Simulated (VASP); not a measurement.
# Pb (Fm-3m) in VASP: settings compared

Aim: see how the results for Pb move with the level of theory and the settings. Levels: PBEsol+D4, revPBE+D4, PBE. Tasks: single point.

Everything below comes from runs of VASP 6.6.1. Logs are shortened: lines on timing, memory, paths and dates and some standing lists are left out, and cuts for length are marked.

## (1) The cell of the first run

It takes space group Fm-3m (No. 225, cubic). The conventional cell has a = 4.886 Å, b = 4.886 Å, c = 4.886 Å, α = 90.00°, β = 90.00°, γ = 90.00°. Within 4.5 Å of Pb (site symmetry m-3m) lie 12 Pb at 3.45 Å.

## (2) Single point, PBEsol+D4

The input, INCAR:

```
SYSTEM = Pb
PREC = Accurate
ENCUT = 500
EDIFF = 1E-6
ISMEAR = -1
SIGMA = 0.05
LREAL = .FALSE.
LASPH = .TRUE.
NELM = 120
ALGO = Normal
ISIF = 2
LWAVE = .FALSE.
LCHARG = .FALSE.
GGA = PS
IVDW = 13
NBANDS = 13
GGA_COMPAT = .FALSE.
```

The input, KPOINTS:

```
Automatic mesh
0
G
  9 9 9
  0 0 0
```

The input, POSCAR:

```
Pb
1.0
    0.0000000000      2.4428626840      2.4428626840
    2.4428626840      0.0000000000      2.4428626840
    2.4428626840      2.4428626840      0.0000000000
Pb
1
Direct
    0.0000000000      0.0000000000      0.0000000000
```

Potentials or basis: VASP PAW PBE potentials, release 64 (Pb_d).

Run with:

```console
cat potpaw_PBE.64/Pb_d/POTCAR > POTCAR
mpirun -np 1 vasp_std > vasp.out
```

OUTCAR:

```text
SYSTEM = Pb
   PREC = Accurate
   ENCUT = 500
   EDIFF = 1E-6
   ISMEAR = -1
   LREAL = .FALSE.
   LASPH = .TRUE.
   NELM = 120
   ISIF = 2
   GGA = PS
   IVDW = 13

 ion  position               nearest neighbor table
   1  0.000  0.000  0.000-

  LATTYP: Found a face centered cubic cell.
 ALAT       =     4.8857253680

  Lattice vectors:

 A1 = (   0.0000000000,   2.4428626840,   2.4428626840)
 A2 = (   2.4428626840,   0.0000000000,   2.4428626840)
 A3 = (   2.4428626840,   2.4428626840,   0.0000000000)

Analysis of symmetry for initial positions (statically):
[... 5 lines left out ...]
 face centered cubic supercell.

 Subroutine GETGRP returns: Found 48 space group operations
 (whereof 48 operations were pure point group operations)
 out of a pool of 48 trial point group operations.

The static configuration has the point symmetry O_h .

Analysis of symmetry for dynamics (positions and initial velocities):
[... 5 lines left out ...]
 face centered cubic supercell.

 Subroutine GETGRP returns: Found 48 space group operations
 (whereof 48 operations were pure point group operations)
 out of a pool of 48 trial point group operations.

The dynamic configuration has the point symmetry O_h .

 Subroutine INISYM returns: Found 48 space group operations
 (whereof 48 operations are pure point group operations),
 and found     1 'primitive' translations

----------------------------------------------------------------------------------------

                                     Primitive cell

  volume of cell :      29.1559

  direct lattice vectors                    reciprocal lattice vectors
     0.000000000  2.442862684  2.442862684    -0.204677898  0.204677898  0.204677898
     2.442862684  0.000000000  2.442862684     0.204677898 -0.204677898  0.204677898
     2.442862684  2.442862684  0.000000000     0.204677898  0.204677898 -0.204677898

  length of vectors
     3.454729539  3.454729539  3.454729539     0.354512519  0.354512519  0.354512519

  position of ions in fractional coordinates (direct lattice)
     0.000000000  0.000000000  0.000000000

  ion indices of the primitive-cell ions
   primitive index   ion index
                 1           1

----------------------------------------------------------------------------------------

 KPOINTS: Automatic mesh

Automatic generation of k-mesh.
 Grid dimensions read from file:
 generate k-points for:    9    9    9

 Generating k-lattice:

[... 67 lines left out ...]
   ISIF   =      2    stress and relaxation
   ISYM   =      2    0-nonsym 1-usesym 2-fastsym
   POTIM  = 0.5000    time-step for ionic-motion
   TEBEG  =    0.0;   TEEND  =   0.0 temperature during run
   PSTRESS=    0.0 pullay stress
   NELECT =      14.0000    total number of electrons
   NUPDOWN=      -1.0000    fix difference up-down
   EMIN   =  10.00;   EMAX   =-10.00  energy-range for DOS
   EFERMI =   0.00;   METHOD = LEGACY
   ISMEAR =    -1;   SIGMA  =   0.05  broadening in eV -4-tet -1-fermi 0-gaus
   EFERMI_NEDOS =   21; number of points for ismear=-14 and -15
   IALGO  =     38    algorithm
   IMIX   =      4    mixing-type and parameters
     AMIX     =   0.40;   BMIX     =  1.00
     AMIX_MAG =   1.60;   BMIX_MAG =  1.00
  volume/ion in A,a.u.               =      29.16       196.75
  Fermi-wavevector in a.u.,A,eV,Ry     =   1.281962  2.422557 22.360173  1.643426
  Thomas-Fermi vector in A             =   2.414301
   LORBIT       =      0    0 simple, 1 ext, 2 COOP (PROOUT), +10 PAW based schemes
   GGA     = PS    functional components
   LHFCALC =     F    Hartree Fock is set to
   AEXX    =    0.0000 exact exchange contribution
   IVDW    =    13    specifies the selected vdW correction
   LEPSILON=     F    determine dielectric tensor
   LRPA    =     F    only Hartree local field effects (RPA)
 non-spin polarized calculation
  energy-cutoff  :      500.00
  volume of cell :       29.16
 maximum number of plane-waves:       751
 NGX is ok and might be reduce to    28
   NGX = 13   NGY = 13   NGZ = 13

 number of electron      13.9999999 magnetization

 Free energy of the ion-electron system (eV)
  ---------------------------------------------------
  ext. energy  EPLUGINS =         0.00000000
  ---------------------------------------------------
  free energy    TOTEN  =        -4.01461624 eV

  energy without entropy =       -4.01151290  energy(sigma->0) =       -4.01306457

 E-fermi :   7.3734     XC(G=0): -10.5317

 val. band max:        7.1541589219   @ k =  -0.3333   0.3333   0.1111
 cond. band min:       7.3737499225   @ k =  -0.2222   0.3333   0.1111
 fundamental gap:      0.2195910006
 Fermi energy:         7.3733850046

 k-point     1 :       0.0000    0.0000    0.0000
  band No.  band energies     occupation
      1      -9.4728      2.00000
      2      -9.4728      2.00000
      3      -9.4728      2.00000
      4      -9.3125      2.00000
      5      -9.3125      2.00000
      6      -4.4954      2.00000
      7      15.2713      0.00000
      8      15.2713      0.00000
      9      15.2713      0.00000
     10      17.3324      0.00000
     11      19.3663      0.00000
     12      20.3214      0.00000
     13      20.3214      0.00000
[... 354 lines left out ...]
  band No.  band energies     occupation
      1      -9.6553      2.00000
      2      -9.5541      2.00000
      3      -9.1772      2.00000
      4      -9.1342      2.00000
      5      -9.1342      2.00000
      6       0.3782      2.00000
      7       4.7280      2.00000
      8       9.7323      0.00000
      9       9.7323      0.00000
     10      13.1268      0.00000
     11      14.3656      0.00000
     12      26.0523      0.00000
     13      27.9689      0.00000

 [... further k-points ...]

------------------------ aborting loop because EDIFF is reached ----------------------------------------

  DFT-D4 for vdW energy calculation

  Edisp (eV):   -0.26302

  FORCE on cell =-STRESS in cart. coord.  units (eV):
  Direction    XX          YY          ZZ          XY          YZ          ZX
  --------------------------------------------------------------------------------------
  -------------------------------------------------------------------------------------
  Total      -0.02068    -0.02068    -0.02068     0.00000     0.00000    -0.00000
  in kB      -1.13631    -1.13631    -1.13631     0.00000     0.00000    -0.00000
  external pressure =       -1.14 kB  Pullay stress =        0.00 kB

 VOLUME and BASIS-vectors are now :
 -----------------------------------------------------------------------------
  energy-cutoff  :      500.00
  volume of cell :       29.16
      direct lattice vectors                 reciprocal lattice vectors
     0.000000000  2.442862684  2.442862684    -0.204677898  0.204677898  0.204677898
     2.442862684  0.000000000  2.442862684     0.204677898 -0.204677898  0.204677898
     2.442862684  2.442862684  0.000000000     0.204677898  0.204677898 -0.204677898

 POSITION                                       TOTAL-FORCE (eV/Angst)
 -----------------------------------------------------------------------------------
      0.00000      0.00000      0.00000         0.000000      0.000000     -0.000000
 -----------------------------------------------------------------------------------
    total drift:                               -0.000000     -0.000000     -0.000000

  FREE ENERGIE OF THE ION-ELECTRON SYSTEM (eV)
  ---------------------------------------------------
  free  energy   TOTEN  =        -4.2776350144 eV

  energy  without entropy=       -4.2745316753  energy(sigma->0) =       -4.27608334
```

Wall time 21 s (1 thread of Intel Xeon Platinum 8259CL at 2.50GHz (Skylake/Cascade Lake), shared host); peak memory 0.16 GiB.

What came out:

```
Free energy                : -4.2776 eV
Pressure                   : -0.1 GPa
Band gap on the k mesh     : zero (band 7 reaches 15.27 eV, above the bottom of band 8 at 5.91 eV)
Dispersion energy per atom : -0.263 eV
```

Levels at points of the mesh, in eV from the Fermi level:
```
           k point  band 5  band 6  band 7  band 8  band 9  band 10
(0.00, 0.00, 0.00)  -16.69  -11.87    7.90    7.90    7.90     9.96
```

Caveat: the PAW data sets were made with another functional, which shifts forces and pressure a little; spin-orbit coupling is left out, which moves the levels of the heavy elements; pairwise dispersion overbinds metals, which lowers pressure and volume.

## (3) Single point, revPBE+D4

This run uses another cell than the first one, of 30.55 Å³/atom, 1.048 times its volume.

The input, INCAR:

```
PREC = Accurate
ENCUT = 500
EDIFF = 1E-6
ISMEAR = -1
SIGMA = 0.05
LREAL = F
LASPH = T
NELM = 120
ALGO = Normal
ISIF = 2
LWAVE = F
LCHARG = T
GGA = RE
IVDW = 13
LELF = T
LVHAR = T
NBANDS = 13
GGA_COMPAT = F
```

The input, KPOINTS:

```
Automatic mesh
0
Gamma
  9 9 9
```

The input, POSCAR:

```
Pb
1.0
    0.0000000000      2.4812974199      2.4812974199
    2.4812974199      0.0000000000      2.4812974199
    2.4812974199      2.4812974199      0.0000000000
Pb
1
Direct
    0.0000000000      0.0000000000      0.0000000000
```

Potentials or basis: VASP PAW PBE potentials, release 64 (Pb_d).

Run with:

```console
cat potpaw_PBE.64/Pb_d/POTCAR > POTCAR
mpirun -np 1 vasp_std > vasp.out
```

Wall time 18 s (1 thread of Intel Xeon Platinum 8259CL at 2.50GHz (Skylake/Cascade Lake), shared host); peak memory 0.16 GiB.

The run converged. Its results:

```yaml
Free_energy: -3.8341 eV
Pressure: -0.1 GPa
Band_gap_on_the_k_mesh: zero (band 7 reaches 14.67 eV, above the bottom of band 8 at 5.76 eV)
Dispersion_energy_per_atom: -0.593 eV
```

Levels at points of the mesh, in eV from the Fermi level:
| k point | band 4 | band 5 | band 6 | band 7 | band 8 | band 9 | band 10 | band 11 |
| --- | --- | --- | --- | --- | --- | --- | --- | --- |
| (0.00, 0.00, 0.00) | -16.85 | -16.85 | -11.56 | 7.51 | 7.51 | 7.51 | 9.87 | 11.35 |

Caveat: the PAW data sets were made with another functional, which shifts forces and pressure a little; spin-orbit coupling is left out, which moves the levels of the heavy elements; pairwise dispersion overbinds metals, which lowers pressure and volume.

## (4) Single point, PBE

This run uses another cell than the first one, of 30.32 Å³/atom, 1.040 times its volume.

INCAR, as its differences from that of step 3:

```diff
@@ -12,4 +12,3 @@
 LCHARG = T
-GGA = RE
-IVDW = 13
+GGA = PE
 LELF = T
```

The input, KPOINTS:

```
regular mesh
0
Gamma
  13 13 13
```

The input, POSCAR:

```
Pb
1.0
    0.0000000000      2.4750200000      2.4750200000
    2.4750200000      0.0000000000      2.4750200000
    2.4750200000      2.4750200000      0.0000000000
Pb
1
Direct
    0.0000000000      0.0000000000      0.0000000000
```

Run with:

```console
cat potpaw_PBE.64/Pb_d/POTCAR > POTCAR
mpirun -np 1 vasp_std > vasp.out
```

Run time: 49 s. Hardware: 1 thread of Intel Xeon Platinum 8259CL at 2.50GHz (Skylake/Cascade Lake), shared host; peak memory 0.17 GiB.

The run converged. Its results:

| Quantity | Value |
| --- | --- |
| Free energy | -3.5521 eV |
| Pressure | 2.4 GPa |
| Band gap on the k mesh | zero (band 7 reaches 14.70 eV, above the bottom of band 8 at 5.61 eV) |

Levels at points of the mesh, in eV from the Fermi level:
```tsv
k point	band 5	band 6	band 7	band 8	band 9	band 10
(0.00, 0.00, 0.00)	-17.01	-11.83	7.34	7.34	7.34	9.68
```

Caveat: spin-orbit coupling is left out, which moves the levels of the heavy elements.

## (5) Overview

| level | cell | k mesh | gap on the mesh (eV) | pressure (GPa) |
| --- | --- | --- | --- | --- |
| PBEsol+D4 | a = 3.455 Å, angles 60.0°, 1 atom | 9 × 9 × 9 | none | -0.1 |
| revPBE+D4 | a = 3.509 Å, angles 60.0°, 1 atom | 9 × 9 × 9 | none | -0.1 |
| PBE | a = 3.500 Å, angles 60.0°, 1 atom | 13 × 13 × 13 | none | 2.4 |

Alike in all rows: task single point; potentials or basis VASP PAW PBE potentials, release 64 (Pb_d); no spin polarisation; cutoff (eV) 500; smearing fermi-dirac 0.05 eV.

Caveats: spin-orbit coupling is left out, which moves the levels of the heavy elements; the PAW data sets were made with another functional, which shifts forces and pressure a little (some runs); pairwise dispersion overbinds metals, which lowers pressure and volume (some runs).

Total energies depend on the potentials used, so only differences within one code and one set of settings carry meaning.
